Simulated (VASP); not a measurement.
Runs of VASP 6.6.1 on AgCl. The structure is cubic, space group Pm-3m (No. 221). The conventional cell has a = 3.396 Å, b = 3.396 Å, c = 3.396 Å, α = 90.00°, β = 90.00°, γ = 90.00°. Ag (site symmetry m-3m) has 8 Cl at 2.94 Å and 6 Ag at 3.40 Å within 3.9 Å. Within 3.9 Å of Cl (site symmetry m-3m) lie 8 Ag at 2.94 Å and 6 Cl at 3.40 Å. 

| level | smearing | share of exact exchange | screening parameter | gap on the mesh (eV) | pressure (GPa) |
| --- | --- | --- | --- | --- | --- |
| PBE-based screened hybrid | gaussian 0.01 eV | 0.4 | 0.3 1/Å | 2.55 | 1.3 |
| PBE-based screened hybrid | gaussian 0.01 eV | 0.1 | 0.5 1/Å | (a) | 1.6 |
| HSE06 | methfessel-paxton 0.274 eV | - | 0.2079 1/Å | 2.00 | 1.3 |
| PBE-based screened hybrid | gaussian 0.01 eV | 0.3 | 0.5 1/Å | 1.59 | 1.6 |
| PBE-based screened hybrid | gaussian 0.01 eV | 0.75 | 0.5 1/Å | 3.19 | (b) |

Alike in all rows: task single point; potentials or basis VASP PAW PBE potentials, release 64 (Ag, Cl); no spin polarisation; cell as given; k mesh 4 × 4 × 4; cutoff (eV) 520.

Estimate the missing entries.

(a) 0.91; (b) 1.4.

Caveats: all runs use coarse meshes; the PAW data sets were made with another functional, which shifts forces and pressure a little.

A k mesh can miss the band edges, and the runs leave out spin-orbit coupling on Ag.
